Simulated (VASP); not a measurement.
Crystal: MoS2.

```
Mo S
1.0
     3.29076    0.00000    0.00000
    -1.64538    2.84989    0.00000
     0.00000    0.00000    6.43628
Mo S
1 2
Direct
  0.00000 0.00000 0.50000
  0.66667 0.33333 0.74468
  0.33333 0.66667 0.25532
```

Base run:

| Quantity | Value |
| --- | --- |
| Program | VASP 6.6.1 |
| Functional | PBE |
| Potentials or basis | VASP PAW PBE potentials, release 64 (Mo_sv, S) |
| Cutoff | 520 eV |
| k mesh | 9 × 9 × 4 |
| Occupations | fermi-dirac, width 0.05 eV |
| Spin | no spin polarisation |

Its results: band gap on the k mesh zero (band 13 reaches 6.79 eV, above the bottom of band 14 at 5.77 eV); pressure -5.8 GPa; largest force 0.576 eV/Å.

Question: The run is repeated on the same cell with these changes: functional from PBE to PBEsol. What comes out?

Answer: Band gap on the k mesh zero (band 13 reaches 6.70 eV, above the bottom of band 14 at 5.72 eV); pressure -9.9 GPa; largest force 0.820 eV/Å.

PBEsol binds more tightly than PBE, so the same cell stands under less pressure.

Caveats: this functional lacks dispersion, which binds the layers, so the pressure and a relaxed spacing across them are unreliable; the PAW data sets were made with another functional, which shifts forces and pressure a little (some runs).
